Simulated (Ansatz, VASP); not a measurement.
**One calculation of SrH2O2, two programs**

```xyz
20
Lattice="9.7832 0.0000 0.0000 0.0000 3.8806 0.0000 0.0000 0.0000 5.9229" Properties=species:S:1:pos:R:3 pbc="T T T"
Sr    3.3429    2.9105    3.5808
Sr    6.4403    0.9702    2.3421
Sr    1.5487    0.9702    0.6194
Sr    8.2345    2.9105    5.3036
H     0.2404    2.9105    2.2051
H     9.5429    0.9702    3.7178
H     4.6513    0.9702    5.1665
H     5.1320    2.9105    0.7564
H     3.9631    0.9702    1.0694
H     5.8201    2.9105    4.8535
H     0.9285    2.9105    4.0309
H     8.8548    0.9702    1.8920
O     6.1076    2.9105    0.7180
O     3.6756    0.9702    5.2049
O     8.5672    0.9702    3.6794
O     1.2160    2.9105    2.2435
O     3.8535    0.9702    2.0564
O     5.9297    2.9105    3.8665
O     1.0381    2.9105    5.0178
O     8.7451    0.9702    0.9051
```

Alike in both runs: functional PBEsol; k mesh 4 × 6 × 4; occupations gaussian, width 0.02 eV; no spin polarisation.

Ansatz relaxed the structure, and its values are those at the end. VASP's run is a single point on that final structure, the one shown.

|  | VASP | Ansatz |
| --- | --- | --- |
| version | VASP 6.6.1 | Ansatz 0.2.0 |
| potentials or method | VASP PAW PBE potentials, release 64 (Sr_sv, H, O), cutoff 520 eV | scalar-relativistic, plane waves, PAW |
| valence electrons in the cell | 96 | 96 |

Ansatz gave:

| Quantity | Value |
| --- | --- |
| gap on the k mesh at the Fermi level (eV) | 4.14 |
| least direct gap on the mesh (eV) | 4.35 |
| pressure (GPa) | 0.0 |
| rms of the force components (eV/Å) | 0.002 |

Task: What did VASP give for the same quantities?

Result: gap on the k mesh at the Fermi level (eV): 4.11; least direct gap on the mesh (eV): 4.33; pressure (GPa): 0.5; rms of the force components (eV/Å): 0.061.

VASP's potentials were made for PBE, not for PBEsol.
